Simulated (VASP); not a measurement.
# FeO (Fm-3m) in VASP: a series of runs, part 2 of 2

VASP 6.6.1.

## 3. Single point, PBE+U, collinear spin, ferromagnetic start

This run uses another cell than the first one: it holds 2 atoms, not 4.

INCAR

```
SYSTEM = FeO
PREC = Accurate ; ENCUT = 700
EDIFF = 1E-6 ; ISMEAR = 0
SIGMA = 0.05 ; LREAL = .False.
LASPH = .True. ; NELM = 200
ALGO = Normal ; ISIF = 2
LWAVE = .False. ; LCHARG = .False.
ISPIN = 2 ; MAGMOM = 4 0
LORBIT = 11 ; LMAXMIX = 4
LDAU = .True. ; LDAUTYPE = 2
LDAUL = 2 -1 ; LDAUU = 4 0
LDAUJ = 0 0 ; LDAUPRINT = 1
GGA = PE ; NBANDS = 22
GGA_COMPAT = .False.
```

KPOINTS

```
regular mesh
0
Gamma
  6 6 6
  0 0 0
```

POSCAR

```
FeO
1.0
    0.0000000000      2.1554000000      2.1554000000
    2.1554000000      0.0000000000      2.1554000000
    2.1554000000      2.1554000000      0.0000000000
Fe O
1 1
Direct
    0.0000000000      0.0000000000      0.0000000000
    0.5000000000      0.5000000000      0.5000000000
```

Potentials or basis: VASP PAW PBE potentials, release 64 (Fe_sv, O).

Command:

```bash
$ cat potpaw_PBE.64/Fe_sv/POTCAR potpaw_PBE.64/O/POTCAR > POTCAR
$ mpirun -np 1 vasp_std > vasp.out
```

OUTCAR:

```text
SYSTEM = FeO
   PREC = Accurate
   ENCUT = 700
   EDIFF = 1E-6
   ISMEAR = 0
   LREAL = .False.
   LASPH = .True.
   NELM = 200
   ISIF = 2
   ISPIN = 2
   LORBIT = 11
   GGA = PE

 ion  position               nearest neighbor table
   1  0.000  0.000  0.000-   2 2.16   2 2.16   2 2.16   2 2.16   2 2.16   2 2.16
   2  0.500  0.500  0.500-   1 2.16   1 2.16   1 2.16   1 2.16   1 2.16   1 2.16

  LATTYP: Found a face centered cubic cell.
 ALAT       =     4.3108000000

  Lattice vectors:

 A1 = (   0.0000000000,   2.1554000000,   2.1554000000)
 A2 = (   2.1554000000,   0.0000000000,   2.1554000000)
 A3 = (   2.1554000000,   2.1554000000,   0.0000000000)

Analysis of symmetry for initial positions (statically):
=====================================================================
 Subroutine PRICEL returns:
 Original cell was already a primitive cell.

 Routine SETGRP: Setting up the symmetry group for a
 face centered cubic supercell.

 Subroutine GETGRP returns: Found 48 space group operations
 (whereof 48 operations were pure point group operations)
 out of a pool of 48 trial point group operations.

The static configuration has the point symmetry O_h .

Analysis of symmetry for dynamics (positions and initial velocities):
=====================================================================
 Subroutine PRICEL returns:
 Original cell was already a primitive cell.

 Routine SETGRP: Setting up the symmetry group for a
 face centered cubic supercell.

 Subroutine GETGRP returns: Found 48 space group operations
 (whereof 48 operations were pure point group operations)
 out of a pool of 48 trial point group operations.

The dynamic configuration has the point symmetry O_h .

Analysis of structural, dynamic, and magnetic symmetry:
=====================================================================
 Subroutine PRICEL returns:
 Original cell was already a primitive cell.

 Routine SETGRP: Setting up the symmetry group for a
 face centered cubic supercell.

 Subroutine GETGRP returns: Found 48 space group operations
[... 176 lines left out ...]
  free energy    TOTEN  =       -12.69836963 eV

  energy without entropy =      -12.69507167  energy(sigma->0) =      -12.69672065

 E-fermi :  10.5266     XC(G=0): -12.5205

 val. band max:       10.5125293914   @ k =  -0.3333   0.3333   0.1667
 cond. band min:      10.5486739456   @ k =   0.3333   0.0000   0.0000
 fundamental gap:      0.0361445543
 Fermi energy:        10.5265718954

 spin component 1

 k-point     1 :       0.0000    0.0000    0.0000
  band No.  band energies     occupation
      1     -80.3553      1.00000
      2     -46.3762      1.00000
      3     -46.3762      1.00000
      4     -46.3762      1.00000
      5     -10.7558      1.00000
      6       4.3471      1.00000
[... 389 lines left out ...]
     21      38.3269      0.00000
     22      39.4759      0.00000
 Fermi energy:        10.5265718954

 spin component 2

 k-point     1 :       0.0000    0.0000    0.0000
  band No.  band energies     occupation
      1     -75.9997      1.00000
      2     -42.1146      1.00000
      3     -42.1146      1.00000
      4     -42.1146      1.00000
      5     -10.3657      1.00000
      6       6.5893      1.00000
[... 389 lines left out ...]
     21      39.4971      0.00000
     22      39.9920      0.00000

------------------------ aborting loop because EDIFF is reached ----------------------------------------

  FORCE on cell =-STRESS in cart. coord.  units (eV):
  Direction    XX          YY          ZZ          XY          YZ          ZX
  --------------------------------------------------------------------------------------
  -------------------------------------------------------------------------------------
  Total        0.0248141      0.0248141      0.0248141      0.0000000      0.0000000      0.0000000
  in kB        1.9851606      1.9851606      1.9851606      0.0000000      0.0000000      0.0000000
  external PRESSURE =       1.9851606 kB  Pullay stress =       0.0000000 kB

 VOLUME and BASIS-vectors are now :
 -----------------------------------------------------------------------------
  energy-cutoff  :      700.00
  volume of cell :       20.03
      direct lattice vectors                 reciprocal lattice vectors
     0.000000000  2.155400000  2.155400000    -0.231975503  0.231975503  0.231975503
     2.155400000  0.000000000  2.155400000     0.231975503 -0.231975503  0.231975503
     2.155400000  2.155400000  0.000000000     0.231975503  0.231975503 -0.231975503

 POSITION                                       TOTAL-FORCE (eV/Angst)
 -----------------------------------------------------------------------------------
      0.00000      0.00000      0.00000         0.000000     -0.000000     -0.000000
      2.15540      2.15540      2.15540        -0.000000      0.000000      0.000000
 -----------------------------------------------------------------------------------
    total drift:                                0.000000      0.000000      0.000000

  FREE ENERGIE OF THE ION-ELECTRON SYSTEM (eV)
  ---------------------------------------------------
  free  energy   TOTEN  =       -12.6983696307 eV

  energy  without entropy=      -12.6950716704  energy(sigma->0) =      -12.69672065

 total charge

# of ion       s       p       d       tot
------------------------------------------
    1        2.106   6.001   5.502  13.609
    2        1.549   3.466   0.000   5.015
--------------------------------------------------
tot          3.655   9.467   5.502  18.624

 magnetization (x)

# of ion       s       p       d       tot
------------------------------------------
    1        0.016   0.011   3.629   3.655
    2        0.026   0.197   0.000   0.223
--------------------------------------------------
tot          0.042   0.208   3.629   3.878
```

OSZICAR:

```text
N       E                     dE             d eps       ncg     rms          rms(c)
DAV:   1     0.336703349959E+03    0.33670E+03   -0.14559E+04  1452   0.162E+03
DAV:   2     0.507205385156E+01   -0.33163E+03   -0.31202E+03  1420   0.502E+02
DAV:   3    -0.141063488503E+02   -0.19178E+02   -0.19045E+02  1708   0.137E+02
DAV:   4    -0.144398105180E+02   -0.33346E+00   -0.33337E+00  1576   0.197E+01
DAV:   5    -0.144492598732E+02   -0.94494E-02   -0.94491E-02  1740   0.346E+00    0.156E+01
DAV:   6    -0.125363922115E+02    0.19129E+01   -0.13741E+01  2186   0.549E+01    0.238E+01
DAV:   7    -0.127214404261E+02   -0.18505E+00   -0.14907E+00  1866   0.238E+01    0.115E+01
DAV:   8    -0.127055840358E+02    0.15856E-01   -0.14155E-01  1952   0.458E+00    0.559E+00
DAV:   9    -0.126970049328E+02    0.85791E-02   -0.24553E-02  1598   0.228E+00    0.116E+00
DAV:  10    -0.126978238514E+02   -0.81892E-03   -0.35508E-03  1808   0.576E-01    0.193E-01
DAV:  11    -0.126982924634E+02   -0.46861E-03   -0.25136E-04  1570   0.213E-01    0.102E-01
DAV:  12    -0.126983621105E+02   -0.69647E-04   -0.50060E-05  1770   0.965E-02    0.322E-02
DAV:  13    -0.126983689780E+02   -0.68675E-05   -0.16699E-05  1604   0.437E-02    0.108E-02
DAV:  14    -0.126983696307E+02   -0.65274E-06   -0.83355E-07  1226   0.114E-02
   1 F= -.12698370E+02 E0= -.12696721E+02  d E =-.329796E-02  mag=     4.0092
```

Run time: 28 s. Hardware: 1 thread of Intel Xeon Platinum 8488C (Sapphire Rapids), shared host; peak memory 0.17 GiB.

What came out:

| Item | Value |
| --- | --- |
| Free energy | -12.6984 eV |
| Pressure | 0.2 GPa |
| Band gap on the k mesh | zero (filled and empty bands overlap) |
| Net moment | 4.01 μB per cell |
| Site moments | Fe +3.65; O +0.22 μB |
| Valence electrons inside the program's atomic spheres | Fe 13.61; O 5.01 |

Levels at points of the mesh, in eV from the Fermi level:
Spin up:
```tsv
k point	band 9	band 10	band 11	band 12	band 13	band 14	band 15	band 16	band 17	band 18
(0.00, 0.00, 0.00)	-6.17	-6.17	-4.35	-4.35	-4.35	-0.59	14.64	15.87	15.87	15.87
(0.50, 0.00, 0.00)	-5.48	-5.48	-4.56	-1.87	-1.87	3.37	7.80	11.76	11.76	18.47
(0.50, 0.50, 0.00)	-5.54	-5.54	-5.28	-5.23	-5.23	4.49	8.13	9.56	14.00	14.00
```
Spin down:
```tsv
k point	band 6	band 7	band 8	band 9	band 10	band 11	band 12	band 13
(0.00, 0.00, 0.00)	-3.94	-3.94	-3.94	-0.75	-0.75	-0.75	0.06	0.97
(0.50, 0.00, 0.00)	-8.70	-5.56	-5.56	0.48	0.48	0.58	3.39	3.39
(0.50, 0.50, 0.00)	-7.64	-5.13	-5.13	-2.30	0.85	0.85	1.59	1.91
```

Eigenvalues of the final occupation matrices:
| site | spin | trace | eigenvalues |
| --- | --- | --- | --- |
| site 1 d | 1 | 4.58 | 0.90 0.90 0.90 0.94 0.94 |
| site 1 d | 2 | 0.94 | 0.07 0.07 0.27 0.27 0.27 |

Caveat: the k points lie up to 0.42 Å⁻¹ apart, too coarse for converged energies and pressures of a metal; a cell with one magnetic atom can't hold antiferromagnetic order, which such compounds often take.

The gap in the log of VASP goes by the Fermi energy; the results here count the filled bands.